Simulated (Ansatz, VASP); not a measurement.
One calculation of Ti, two programs

Contents of INCAR:

```
SYSTEM = Ti
  ALGO = Normal
  EDIFF = 1E-7
  ENCUT = 520
  GGA = PE
  ISIF = 2
  ISMEAR = 0
  LASPH = .TRUE.
  LCHARG = .TRUE.
  LELF = .TRUE.
  LREAL = .FALSE.
  LVHAR = .TRUE.
  LWAVE = .FALSE.
  NBANDS = 12
  NELM = 100
  PREC = Accurate
  SIGMA = 0.05
```

Contents of KPOINTS:

```
k-points
0
G
  16 16 16
  0 0 0
```

Contents of POSCAR:

```
Ti
1.0
   -1.6410000000      1.6410000000      1.6410000000
    1.6410000000     -1.6410000000      1.6410000000
    1.6410000000      1.6410000000     -1.6410000000
Ti
1
Direct
    0.0000000000      0.0000000000      0.0000000000
```

Input for Ansatz:

```yaml
crystal:
  lattice:
    - [-1.641, 1.641, 1.641]
    - [1.641, -1.641, 1.641]
    - [1.641, 1.641, -1.641]
  atoms:
    - { symbol: Ti, position: [0.0, 0.0, 0.0] }
basis:
  ecutwfc: 420
kpoints:
  mp_grid: { grid: [16, 16, 16] }
hamiltonian:
  xc: pbe
scf:
  occupations: { method: gaussian, width: 0.05 }
output:
  forces: true
  eigenvalues: true
  eigenstates:
    nscf_kmesh: { grid: [34, 34, 34] }
    top_band: c6
    de_dk: true
    localisation: false
  stress: true
checkpoint:
  write: ck
  compress: false
  write_wavefunctions: false
  write_every: 100000
```

Alike in both runs: task single point; functional PBE; k mesh 16 × 16 × 16; occupations gaussian, width 0.05 eV; no spin polarisation.

|  | VASP | Ansatz |
| --- | --- | --- |
| version | VASP 6.6.1 | Ansatz 0.2.0 |
| potentials or method | VASP PAW PBE potentials, release 64 (Ti_sv), cutoff 520 eV | scalar-relativistic, plane waves, PAW |
| valence electrons in the cell | 12 | 12 |

|  | VASP | Ansatz | Ansatz less VASP |
| --- | --- | --- | --- |
| pressure (GPa) | -2.9 | -2.7 | +0.22 |
